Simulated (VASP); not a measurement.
Write the native input for VASP 6.6.1 that does the following.

```
Task                   : single point
Functional             : PBEsol
Potentials or basis    : VASP PAW PBE potentials, release 64 (Ga_d, P)
Cutoff                 : 500 eV
k mesh                 : 8 × 8 × 8
Occupations            : fermi-dirac, width 0.05 eV
Spin                   : no spin polarisation
Dipole correction      : no
Further INCAR settings : ALGO = Normal; EDIFF = 1e-06; NBANDS = 16
```

The structure of GaP lies in POSCAR:

```
GaP
1.0
    0.0000000000      2.6343562589      2.6343562589
    2.6343562589      0.0000000000      2.6343562589
    2.6343562589      2.6343562589      0.0000000000
Ga P
1 1
Direct
    0.0000000000      0.0000000000      0.0000000000
    0.7500000000      0.7500000000      0.7500000000
```

The input as run:

INCAR

```
SYSTEM = GaP
ALGO = Normal
EDIFF = 1E-6
ENCUT = 500
GGA = PS
GGA_COMPAT = .FALSE.
ISIF = 2
ISMEAR = -1
LASPH = .TRUE.
LCHARG = .FALSE.
LREAL = .FALSE.
LWAVE = .FALSE.
NBANDS = 16
NELM = 120
PREC = Accurate
SIGMA = 0.05
```

KPOINTS

```
k-points
0
G
  8 8 8
  0 0 0
```

Potentials or basis: VASP PAW PBE potentials, release 64 (Ga_d, P).

Command:

```console
$ cat potpaw_PBE.64/Ga_d/POTCAR potpaw_PBE.64/P/POTCAR > POTCAR
$ mpirun -np 1 vasp_std > vasp.out
```

It gave:

```yaml
Pressure: 9.8 GPa
Band_gap_on_the_k_mesh: 1.29 eV, indirect (least direct gap 2.60 eV)
```

Caveat: the PAW data sets were made with another functional, which shifts forces and pressure a little.

Wall time 21 s on 1 thread of Intel(R) Xeon(R) Platinum 8375C CPU @ 2.90GHz (Ice Lake), with other jobs on the host, peak memory 0.16 GiB.
